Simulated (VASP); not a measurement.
# Cd (P6/mmm) in VASP: relaxation of cell and atoms with PBEsol

Aim: the relaxation of cell and atoms of Cd with PBEsol.

Program: VASP 6.6.1. These are calculated values, not measurements. Logs are shortened: lines on timing, memory, paths and dates and some standing lists are left out, and cuts for length are marked.

## (1) The cell of the first run

The structure is hexagonal, space group P6/mmm (No. 191). The conventional cell has a = 4.959 Å, b = 4.959 Å, c = 3.040 Å, α = 90.00°, β = 90.00°, γ = 120.00°. Within 4.0 Å of Cd (site symmetry 6/mmm) lie 14 Cd at 3.04 to 3.24 Å. Cd (site symmetry -6m2) has 11 Cd at 2.86 to 3.24 Å within 3.8 Å.

This isn't the form of Cd at room conditions, which is hcp.

## (2) Relaxation of cell and atoms, PBEsol

Contents of INCAR:

```
PREC     = Accurate       # precision mode
ENCUT    = 600            # plane-wave cutoff, eV
EDIFF    = 1E-7           # SCF threshold, eV
ISMEAR   = -1             # smearing method
SIGMA    = 0.1            # smearing width, eV
LREAL    = F              # projectors in reciprocal space
LASPH    = T              # aspherical terms in the spheres
NELM     = 100            # most SCF steps
ALGO     = Normal         # electronic algorithm
ISIF     = 3              # what is computed and relaxed
LWAVE    = F              # write WAVECAR
LCHARG   = F              # write CHGCAR
GGA      = PS             # functional
IBRION   = 2              # ionic algorithm
NSW      = 80             # ionic steps
EDIFFG   = -0.01          # ionic threshold
```

Contents of KPOINTS:

```
regular mesh
0
Gamma
  7 7 10
```

Contents of POSCAR:

```
Cd
1.0
    4.9594071630      0.0000000000      0.0000000000
   -2.4797035815      4.2949725909      0.0000000000
    0.0000000000      0.0000000000      3.0401165909
Cd
3
Direct
    0.0000000000      0.0000000000      0.0000000000
    0.3333333333      0.6666666667      0.5000000000
    0.6666666667      0.3333333333      0.5000000000
```

Potentials or basis: VASP PAW PBE potentials, release 64 (Cd).

The run is started by

```
$ cat potpaw_PBE.64/Cd/POTCAR > POTCAR
$ mpirun -np 1 vasp_std > vasp.out
```

OUTCAR:

```text
PREC = Accurate
   ENCUT = 600
   EDIFF = 1E-7
   ISMEAR = -1
   LREAL = F
   LASPH = T
   NELM = 100
   ISIF = 3
   GGA = PS
   IBRION = 2
   NSW = 80
   EDIFFG = -0.01

 ion  position               nearest neighbor table
   1  0.000  0.000  0.000-   2 3.24   3 3.24   2 3.24   3 3.24   3 3.24   3 3.24   2 3.24   2 3.24
                             3 3.24   3 3.24   2 3.24   2 3.24
   2  0.333  0.667  0.500-   3 2.86   3 2.86   3 2.86   1 3.24   1 3.24   1 3.24   1 3.24   1 3.24
                             1 3.24
   3  0.667  0.333  0.500-   2 2.86   2 2.86   2 2.86   1 3.24   1 3.24   1 3.24   1 3.24   1 3.24
                             1 3.24

  LATTYP: Found a hexagonal cell.
 ALAT       =     4.9594071630
 C/A-ratio  =     0.6130000000

  Lattice vectors:

 A1 = (   4.9594071630,   0.0000000000,   0.0000000000)
 A2 = (  -2.4797035815,   4.2949725909,   0.0000000000)
 A3 = (   0.0000000000,   0.0000000000,   3.0401165909)

Analysis of symmetry for initial positions (statically):
=====================================================================
 Subroutine PRICEL returns:
 Original cell was already a primitive cell.

 Routine SETGRP: Setting up the symmetry group for a
 hexagonal supercell.

 Subroutine GETGRP returns: Found 24 space group operations
 (whereof 24 operations were pure point group operations)
 out of a pool of 24 trial point group operations.

The static configuration has the point symmetry D_6h.

Analysis of symmetry for dynamics (positions and initial velocities):
=====================================================================
 Subroutine PRICEL returns:
 Original cell was already a primitive cell.

 Routine SETGRP: Setting up the symmetry group for a
 hexagonal supercell.

 Subroutine GETGRP returns: Found 24 space group operations
 (whereof 24 operations were pure point group operations)
 out of a pool of 24 trial point group operations.

The dynamic configuration has the point symmetry D_6h.

 Subroutine INISYM returns: Found 24 space group operations
 (whereof 24 operations are pure point group operations),
 and found     1 'primitive' translations

----------------------------------------------------------------------------------------

                                     Primitive cell

  volume of cell :      64.7561

  direct lattice vectors                    reciprocal lattice vectors
     4.959407163  0.000000000  0.000000000     0.201637004  0.116415178  0.000000000
    -2.479703581  4.294972591  0.000000000     0.000000000  0.232830357  0.000000000
     0.000000000  0.000000000  3.040116591     0.000000000  0.000000000  0.328934753

  length of vectors
     4.959407163  4.959407163  3.040116591     0.232830357  0.232830357  0.328934753

  position of ions in fractional coordinates (direct lattice)
     0.000000000  0.000000000  0.000000000
     0.333333333  0.666666667  0.500000000
     0.666666667  0.333333333  0.500000000

  ion indices of the primitive-cell ions
   primitive index   ion index
                 1           1
                 2           2
                 3           3

----------------------------------------------------------------------------------------

 KPOINTS: regular mesh

Automatic generation of k-mesh.
 Grid dimensions read from file:
 generate k-points for:    7    7   10

 Generating k-lattice:

  Cartesian coordinates                     Fractional coordinates (reciprocal lattice)
     0.028805286  0.016630740  0.000000000     0.142857143  0.000000000  0.000000000
     0.000000000  0.033261480  0.000000000     0.000000000  0.142857143  0.000000000
     0.000000000  0.000000000  0.032893475     0.000000000  0.000000000  0.100000000

  Length of vectors
     0.033261480  0.033261480  0.032893475

  Shift w.r.t. Gamma in fractional coordinates (k-lattice)
     0.000000000  0.000000000  0.000000000

 Subroutine IBZKPT returns following result:
 ===========================================

 Found     48 irreducible k-points:

 Following reciprocal coordinates:
            Coordinates               Weight
  0.000000  0.000000  0.000000      1.000000
  0.142857  0.000000  0.000000      6.000000
  0.285714  0.000000  0.000000      6.000000
  0.428571  0.000000  0.000000      6.000000
  0.142857  0.142857  0.000000      6.000000
  0.285714  0.142857  0.000000     12.000000
[... 16 lines left out ...]
  0.428571  0.142857  0.200000     12.000000
  0.285714  0.285714  0.200000     12.000000
 [... further k-points ...]
   k-points           NKPTS =     48   k-points in BZ     NKDIM =     48   number of bands    NBANDS=     22
   number of dos      NEDOS =    301   number of ions     NIONS =      3
   total plane-waves  NPLWV =  38400
   dimension x,y,z NGX =    40 NGY =   40 NGZ =   24
   dimension x,y,z NGXF=    80 NGYF=   80 NGZF=   48
   ions per type =               3
   NGX,Y,Z   is equivalent  to a cutoff of  13.41, 13.41, 13.12 a.u.
   NGXF,Y,Z  is equivalent  to a cutoff of  26.82, 26.82, 26.25 a.u.
 SYSTEM =  unknown system
   PREC   = accura    normal or accurate (medium, high low for compatibility)
   ISTART =      0    job   : 0-new  1-cont  2-samecut
   ICHARG =      2    charge: 1-file 2-atom 10-const
   ISPIN  =      1    spin polarized calculation?
   LNONCOLLINEAR =      F non collinear calculations
   LSORBIT =      F    spin-orbit coupling
   LASPH  =      T    aspherical Exc in radial PAW
   ENCUT  =  600.0 eV  44.10 Ry    6.64 a.u.   9.91  9.91  6.07*2*pi/ulx,y,z
   NELM   =    100;   NELMIN=  2; NELMDL= -5     # of ELM steps
   EDIFF  = 0.1E-06   stopping-criterion for ELM
   LREAL  =      F    real-space projection
   EDIFFG = -.1E-01   stopping-criterion for IOM
   NSW    =     80    number of steps for IOM
   IBRION =      2    ionic relax: 0-MD 1-quasi-New 2-CG
   NFREE  =      1    steps in history (QN), initial steepest desc. (CG)
   ISIF   =      3    stress and relaxation
   ISYM   =      2    0-nonsym 1-usesym 2-fastsym
   POTIM  = 0.5000    time-step for ionic-motion
   TEBEG  =    0.0;   TEEND  =   0.0 temperature during run
   PSTRESS=    0.0 pullay stress
   NELECT =      36.0000    total number of electrons
   NUPDOWN=      -1.0000    fix difference up-down
   EMIN   =  10.00;   EMAX   =-10.00  energy-range for DOS
   EFERMI =   0.00;   METHOD = LEGACY
   ISMEAR =    -1;   SIGMA  =   0.10  broadening in eV -4-tet -1-fermi 0-gaus
   EFERMI_NEDOS =   21; number of points for ismear=-14 and -15
   IALGO  =     38    algorithm
   IMIX   =      4    mixing-type and parameters
     AMIX     =   0.40;   BMIX     =  1.00
     AMIX_MAG =   1.60;   BMIX_MAG =  1.00
  volume/ion in A,a.u.               =      21.59       145.67
  Fermi-wavevector in a.u.,A,eV,Ry     =   1.346115  2.543789 24.654109  1.812026
  Thomas-Fermi vector in A             =   2.473973
   LORBIT       =      0    0 simple, 1 ext, 2 COOP (PROOUT), +10 PAW based schemes
   GGA     = PS    functional components
   LHFCALC =     F    Hartree Fock is set to
   AEXX    =    0.0000 exact exchange contribution
   IVDW    =     0    specifies the selected vdW correction
   LEPSILON=     F    determine dielectric tensor
   LRPA    =     F    only Hartree local field effects (RPA)
 conjugate gradient relaxation of ions
 non-spin polarized calculation
  energy-cutoff  :      600.00
  volume of cell :       64.76
 maximum number of plane-waves:      2208
 NGX is ok and might be reduce to    40
   NGX = 19   NGY = 19   NGZ = 13

--------------------------------------- Ionic step        1  -------------------------------------------

 number of electron      35.9999995 magnetization

 Free energy of the ion-electron system (eV)
  ---------------------------------------------------
  ext. energy  EPLUGINS =         0.00000000
  ---------------------------------------------------
  free energy    TOTEN  =        -3.37840009 eV

  energy without entropy =       -3.34395348  energy(sigma->0) =       -3.36117679

------------------------ aborting loop because EDIFF is reached ----------------------------------------

  FORCE on cell =-STRESS in cart. coord.  units (eV):
  Direction    XX          YY          ZZ          XY          YZ          ZX
  --------------------------------------------------------------------------------------
  -------------------------------------------------------------------------------------
  Total        0.2386357      0.2386357     -0.1551362      0.0000000      0.0000000      0.0000000
  in kB        5.9042616      5.9042616     -3.8383399      0.0000000      0.0000000      0.0000000
  external PRESSURE =       2.6567278 kB  Pullay stress =       0.0000000 kB
[... 133 lines left out ...]
  energy  without entropy=       -3.3468999906  energy(sigma->0) =       -3.36418500

--------------------------------------- Ionic step        5  -------------------------------------------

 number of electron      36.0000010 magnetization

 Free energy of the ion-electron system (eV)
  ---------------------------------------------------
  ext. energy  EPLUGINS =         0.00000000
  ---------------------------------------------------
  free energy    TOTEN  =        -3.38151927 eV

  energy without entropy =       -3.34683908  energy(sigma->0) =       -3.36417918

 E-fermi :   2.7352     XC(G=0): -11.1888

 val. band max:        2.7173234116   @ k =   0.2857   0.2857   0.5000
 cond. band min:       2.7955896036   @ k =   0.4286   0.0000   0.3000
 fundamental gap:      0.0782661920
 Fermi energy:         2.7352316858

 k-point     1 :       0.0000    0.0000    0.0000
  band No.  band energies     occupation
      1      -7.1289      2.00000
      2      -6.5745      2.00000
      3      -6.5451      2.00000
      4      -6.3878      2.00000
      5      -6.3878      2.00000
      6      -6.2171      2.00000
[... 574 lines left out ...]
      6      -6.3729      2.00000
[... 14 lines left out ...]
     21       8.4955      0.00000
     22       8.9097      0.00000

 [... further k-points ...]

------------------------ aborting loop because EDIFF is reached ----------------------------------------

  FORCE on cell =-STRESS in cart. coord.  units (eV):
  Direction    XX          YY          ZZ          XY          YZ          ZX
  --------------------------------------------------------------------------------------
  -------------------------------------------------------------------------------------
  Total       -0.0219564     -0.0219564      0.0021068      0.0000000     -0.0000000      0.0000000
  in kB       -0.5403804     -0.5403804      0.0518524      0.0000000     -0.0000000      0.0000000
  external PRESSURE =      -0.3429695 kB  Pullay stress =       0.0000000 kB
[... 18 lines left out ...]
  FREE ENERGIE OF THE ION-ELECTRON SYSTEM (eV)
  ---------------------------------------------------
  free  energy   TOTEN  =        -3.3815192741 eV

  energy  without entropy=       -3.3468390776  energy(sigma->0) =       -3.36417918

 reached required accuracy - stopping structural energy minimisation
```

Wall time 5.1 min (1 thread of Oxide Virtual Turin-like, shared host); peak memory 0.2 GiB.

What came out:

```
Free energy                           : -3.3815 eV
Relaxed volume                        : 21.70 Å³/atom
Relaxed cell                          : a = 5.008 Å, b = 5.008 Å, c = 2.997 Å, α = 90.00°, β = 90.00°, γ = 120.00°
Space group after relaxing (to 0.1 Å) : P6/mmm (No. 191)
Energy gained by relaxing             : 1.0 meV/atom
Ionic steps                           : 5
Pressure after relaxing               : 0.0 GPa
Band gap on the k mesh                : zero (bands 18 and 19 overlap by 4.48 eV)
```

Step by step:
| step | energy change (eV) | largest force (eV/Å) | pressure (GPa) | volume (Å³) |
| --- | --- | --- | --- | --- |
| 1 | 0.0000 | 0.0000 | 0.27 | 64.76 |
| 2 | -0.0017 | 0.0000 | -0.02 | 65.09 |
| 3 | -0.0022 | 0.0000 | -0.35 | 65.49 |
| 4 | -0.0031 | 0.0000 | -0.13 | 65.19 |
| 5 | -0.0031 | 0.0000 | -0.03 | 65.10 |

Final structure:
```
Cd
1.0
     5.00779    0.00000    0.00000
    -2.50390    4.33688    0.00000
     0.00000    0.00000    2.99743
Cd
3
Cartesian
  0.0000 0.0000 2.9974
  0.0000 2.8913 1.4987
  2.5039 1.4456 1.4987
```

Caveat: the PAW data sets were made with another functional, which shifts forces and pressure a little.

The gap in the log of VASP goes by the Fermi energy; the results here count the filled bands.